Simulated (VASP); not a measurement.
# Cs2Sb2PdBr4 (I4/mmm) in VASP: a series of runs, part 2 of 2

VASP 6.6.1. The steps go on from the part before.

## (4) Single point, PBE+D3(BJ)

File INCAR:

```
SYSTEM = Cs2Sb2PdBr4
  PREC = Accurate
  ENCUT = 520
  EDIFF = 1E-6
  ISMEAR = 0
  SIGMA = 0.025
  LREAL = .False.
  LASPH = .True.
  NELM = 60
  ALGO = Normal
  ISIF = 2
  LWAVE = .False.
  LCHARG = .False.
  GGA = PE
  IVDW = 12
  NBANDS = 43
```

File KPOINTS:

```
regular mesh
0
Gamma
  3 3 3
  0 0 0
```

File POSCAR:

```
Cs2Sb2PdBr4
1.0
   -4.1292150000      4.1292150000      4.4189540000
    4.1292150000     -4.1292150000      4.4189540000
    4.1292150000      4.1292150000     -4.4189540000
Pd Sb Cs Br
1 2 2 4
Direct
    0.0000000000      0.0000000000      0.0000000000
    0.3481500000      0.3481500000      0.0000000000
    0.6518500000      0.6518500000      0.0000000000
    0.7500000000      0.2500000000      0.5000000000
    0.2500000000      0.7500000000      0.5000000000
    0.2035600000      0.2035600000      0.4071200000
    0.2035600000      0.7964400000      0.0000000000
    0.7964400000      0.7964400000      0.5928800000
    0.7964400000      0.2035600000      0.0000000000
```

Potentials or basis: VASP PAW PBE potentials, release 64 (Pd, Sb, Cs_sv, Br).

On the command line:

```bash
> cat potpaw_PBE.64/Pd/POTCAR potpaw_PBE.64/Sb/POTCAR potpaw_PBE.64/Cs_sv/POTCAR potpaw_PBE.64/Br/POTCAR > POTCAR
> mpirun -np 1 vasp_std > vasp.out
```

OUTCAR:

```text
SYSTEM = Cs2Sb2PdBr4
   PREC = Accurate
   ENCUT = 520
   EDIFF = 1E-6
   ISMEAR = 0
   LREAL = .False.
   LASPH = .True.
   NELM = 60
   ISIF = 2
   GGA = PE
   IVDW = 12
 IVDW          = 12

 ion  position               nearest neighbor table
   1  0.000  0.000  0.000-   6 2.38   8 2.38   7 2.38   9 2.38   2 3.08   3 3.08
   2  0.348  0.348  0.000-   3 2.68   1 3.08
   3  0.652  0.652  0.000-   2 2.68   1 3.08
   4  0.750  0.250  0.500-
   5  0.250  0.750  0.500-
   6  0.204  0.204  0.407-   1 2.38
   7  0.204  0.796  0.000-   1 2.38
   8  0.796  0.796  0.593-   1 2.38
   9  0.796  0.204  0.000-   1 2.38

  LATTYP: Found a body centered tetragonal cell.
 ALAT       =     8.2584300000
 C/A-ratio  =     1.0701680586

  Lattice vectors:

 A1 = (  -4.1292150000,   4.1292150000,   4.4189540000)
 A2 = (   4.1292150000,  -4.1292150000,   4.4189540000)
 A3 = (   4.1292150000,   4.1292150000,  -4.4189540000)

Analysis of symmetry for initial positions (statically):
=====================================================================
 Subroutine PRICEL returns:
 Original cell was already a primitive cell.

 Routine SETGRP: Setting up the symmetry group for a
 body centered tetragonal supercell.

 Subroutine GETGRP returns: Found 16 space group operations
 (whereof 16 operations were pure point group operations)
 out of a pool of 16 trial point group operations.

The static configuration has the point symmetry D_4h.

Analysis of symmetry for dynamics (positions and initial velocities):
=====================================================================
 Subroutine PRICEL returns:
 Original cell was already a primitive cell.

 Routine SETGRP: Setting up the symmetry group for a
 body centered tetragonal supercell.

 Subroutine GETGRP returns: Found 16 space group operations
 (whereof 16 operations were pure point group operations)
 out of a pool of 16 trial point group operations.

The dynamic configuration has the point symmetry D_4h.

 Subroutine INISYM returns: Found 16 space group operations
 (whereof 16 operations are pure point group operations),
 and found     1 'primitive' translations

----------------------------------------------------------------------------------------

                                     Primitive cell

  volume of cell :     301.3800

  direct lattice vectors                    reciprocal lattice vectors
    -4.129215000  4.129215000  4.418954000     0.000000000  0.121088391  0.113148949
     4.129215000 -4.129215000  4.418954000     0.121088391  0.000000000  0.113148949
     4.129215000  4.129215000 -4.418954000     0.121088391  0.121088391  0.000000000

  length of vectors
     7.323113237  7.323113237  7.323113237     0.165725927  0.165725927  0.171244845

  position of ions in fractional coordinates (direct lattice)
     0.000000000  0.000000000  0.000000000
     0.348150000  0.348150000  0.000000000
     0.651850000  0.651850000  0.000000000
     0.750000000  0.250000000  0.500000000
     0.250000000  0.750000000  0.500000000
     0.203560000  0.203560000  0.407120000
     0.203560000  0.796440000  0.000000000
     0.796440000  0.796440000  0.592880000
     0.796440000  0.203560000  0.000000000
[... 43 lines left out ...]
  0.333333  0.333333 -0.000000      8.000000
 -0.333333  0.333333  0.000000      4.000000
 -0.333333  0.333333  0.333333      4.000000
 -0.333333 -0.333333  0.333333      2.000000
   k-points           NKPTS =      6   k-points in BZ     NKDIM =      6   number of bands    NBANDS=     43
   number of dos      NEDOS =    301   number of ions     NIONS =      9
   total plane-waves  NPLWV = 157464
   dimension x,y,z NGX =    54 NGY =   54 NGZ =   54
   dimension x,y,z NGXF=   108 NGYF=  108 NGZF=  108
   ions per type =               1   2   2   4
   NGX,Y,Z   is equivalent  to a cutoff of  12.26, 12.26, 12.26 a.u.
   NGXF,Y,Z  is equivalent  to a cutoff of  24.52, 24.52, 24.52 a.u.
 SYSTEM =  Cs2Sb2PdBr4
   PREC   = accura    normal or accurate (medium, high low for compatibility)
   ISTART =      0    job   : 0-new  1-cont  2-samecut
   ICHARG =      2    charge: 1-file 2-atom 10-const
   ISPIN  =      1    spin polarized calculation?
   LNONCOLLINEAR =      F non collinear calculations
   LSORBIT =      F    spin-orbit coupling
   LASPH  =      T    aspherical Exc in radial PAW
   ENCUT  =  520.0 eV  38.22 Ry    6.18 a.u.  13.62 13.62 13.62*2*pi/ulx,y,z
   NELM   =     60;   NELMIN=  2; NELMDL= -5     # of ELM steps
   EDIFF  = 0.1E-05   stopping-criterion for ELM
   LREAL  =      F    real-space projection
   EDIFFG = 0.1E-04   stopping-criterion for IOM
   NSW    =      0    number of steps for IOM
   IBRION =     -1    ionic relax: 0-MD 1-quasi-New 2-CG
   NFREE  =      0    steps in history (QN), initial steepest desc. (CG)
   ISIF   =      2    stress and relaxation
   ISYM   =      2    0-nonsym 1-usesym 2-fastsym
   POTIM  = 0.5000    time-step for ionic-motion
   TEBEG  =    0.0;   TEEND  =   0.0 temperature during run
   PSTRESS=    0.0 pullay stress
   NELECT =      66.0000    total number of electrons
   NUPDOWN=      -1.0000    fix difference up-down
   EMIN   =  10.00;   EMAX   =-10.00  energy-range for DOS
   EFERMI =   0.00;   METHOD = LEGACY
   ISMEAR =     0;   SIGMA  =   0.03  broadening in eV -4-tet -1-fermi 0-gaus
   EFERMI_NEDOS =   21; number of points for ismear=-14 and -15
   IALGO  =     38    algorithm
   IMIX   =      4    mixing-type and parameters
     AMIX     =   0.40;   BMIX     =  1.00
     AMIX_MAG =   1.60;   BMIX_MAG =  1.00
  volume/ion in A,a.u.               =      33.49       225.98
  Fermi-wavevector in a.u.,A,eV,Ry     =   0.986775  1.864734 13.248322  0.973724
  Thomas-Fermi vector in A             =   2.118180
   LORBIT       =      0    0 simple, 1 ext, 2 COOP (PROOUT), +10 PAW based schemes
   GGA     = PE    functional components
   LHFCALC =     F    Hartree Fock is set to
   AEXX    =    0.0000 exact exchange contribution
   IVDW    =    12    specifies the selected vdW correction
   LEPSILON=     F    determine dielectric tensor
   LRPA    =     F    only Hartree local field effects (RPA)
 non-spin polarized calculation
 Gauss-broadening in eV      SIGMA  =   0.03
  energy-cutoff  :      520.00
  volume of cell :      301.38
 maximum number of plane-waves:      8165
 NGX is ok and might be reduce to    54
   NGX = 27   NGY = 27   NGZ = 27

 number of electron      65.9999993 magnetization

 Free energy of the ion-electron system (eV)
  ---------------------------------------------------
  ext. energy  EPLUGINS =         0.00000000
  ---------------------------------------------------
  free energy    TOTEN  =       -27.42015733 eV

  energy without entropy =      -27.42015731  energy(sigma->0) =      -27.42015732

 E-fermi :   3.3187     XC(G=0):  -8.5975

 val. band max:        3.2301954143   @ k =  -0.3333   0.3333   0.0000
 cond. band min:       3.4094626849   @ k =   0.3333   0.3333  -0.0000
 fundamental gap:      0.1792672706
 Fermi energy:         3.3187287585

 k-point     1 :       0.0000    0.0000    0.0000
  band No.  band energies     occupation
      1     -18.4951      2.00000
      2     -18.4544      2.00000
      3     -12.4707      2.00000
      4     -11.9919      2.00000
      5     -11.9919      2.00000
      6     -11.9246      2.00000
[... 265 lines left out ...]
     42       8.2369      0.00000
     43       8.5115      0.00000

------------------------ aborting loop because EDIFF is reached ----------------------------------------

 Edisp (eV)   -2.59896

 E8    (eV) :    -1.2302

  FORCE on cell =-STRESS in cart. coord.  units (eV):
  Direction    XX          YY          ZZ          XY          YZ          ZX
  --------------------------------------------------------------------------------------
  -------------------------------------------------------------------------------------
  Total       7.71721     7.71721    -0.47940     0.00000     0.00000     0.00000
  in kB      41.02575    41.02575    -2.54854     0.00000     0.00000     0.00000
  external pressure =       26.50 kB  Pullay stress =        0.00 kB

 VOLUME and BASIS-vectors are now :
 -----------------------------------------------------------------------------
  energy-cutoff  :      520.00
  volume of cell :      301.38
      direct lattice vectors                 reciprocal lattice vectors
    -4.129215000  4.129215000  4.418954000     0.000000000  0.121088391  0.113148949
     4.129215000 -4.129215000  4.418954000     0.121088391  0.000000000  0.113148949
     4.129215000  4.129215000 -4.418954000     0.121088391  0.121088391  0.000000000

 POSITION                                       TOTAL-FORCE (eV/Angst)
 -----------------------------------------------------------------------------------
      0.00000      0.00000      0.00000         0.000000      0.000000     -0.000000
      0.00000      0.00000      3.07692         0.000000      0.000000      1.458405
      0.00000      0.00000      5.76099         0.000000      0.000000     -1.458405
      0.00000      4.12922      2.20948         0.000000      0.000000     -0.000000
      4.12922      0.00000      2.20948         0.000000      0.000000     -0.000000
      1.68109      1.68109      0.00000         1.048560      1.048560     -0.000000
      2.44813     -2.44813      4.41895        -1.048560      1.048560     -0.000000
      2.44813      2.44813      4.41895        -1.048560     -1.048560      0.000000
     -2.44813      2.44813      4.41895         1.048560     -1.048560     -0.000000
 -----------------------------------------------------------------------------------
    total drift:                                0.000000      0.000000      0.000000

  FREE ENERGIE OF THE ION-ELECTRON SYSTEM (eV)
  ---------------------------------------------------
  free  energy   TOTEN  =       -30.0191141317 eV

  energy  without entropy=      -30.0191141159  energy(sigma->0) =      -30.01911412
```

Run time: 62 s. Hardware: 1 thread of AMD EPYC 9R45 (Zen 5), shared host; peak memory 0.41 GiB.

What came out:

| Property | Result |
| --- | --- |
| Free energy | -30.0191 eV |
| Pressure | 2.7 GPa |
| Largest force | 1.483 eV/Å |
| Band gap on the k mesh | 0.18 eV, indirect (least direct gap 0.28 eV) |
| Dispersion energy per atom | -0.289 eV |

Forces on the atoms (eV/Å):
```
Pd   0.000  0.000  0.000
Sb   0.000  0.000  1.458
Sb   0.000  0.000 -1.458
Cs   0.000  0.000  0.000
Cs   0.000  0.000  0.000
Br   1.049  1.049  0.000
Br  -1.049  1.049  0.000
Br  -1.049 -1.049  0.000
Br   1.049 -1.049  0.000
```

Caveat: spin-orbit coupling is left out, which moves the levels of the heavy elements; forces of over 1 eV/Å act on the atoms, so gaps and moduli don't describe the material at rest.

## (5) The runs side by side

```tsv
level	smearing	gap on the mesh (eV)	pressure (GPa)	largest force (eV/Å)
PBE	fermi-dirac 0.1 eV	0.27	3.9	1.49
PBE	tetrahedron	0.18	4.0	1.48
PBE+D3(BJ)	gaussian 0.025 eV	0.18	2.7	1.48
```

Alike in all rows: task single point; potentials or basis VASP PAW PBE potentials, release 64 (Pd, Sb, Cs_sv, Br); no spin polarisation; cell as given; k mesh 3 × 3 × 3; cutoff (eV) 520.

On the cell as given the gap runs from 0.18 eV (PBE) to 0.27 eV (PBE). The pressure there spans 2.7 GPa (PBE+D3(BJ)) to 4.0 GPa (PBE); a positive pressure means that this level wants a larger cell, a negative one a smaller.

Caveats: spin-orbit coupling is left out, which moves the levels of the heavy elements; forces of over 1 eV/Å act on the atoms, so gaps and moduli don't describe the material at rest.

Absolute energies hang on the potentials; compare differences alone.
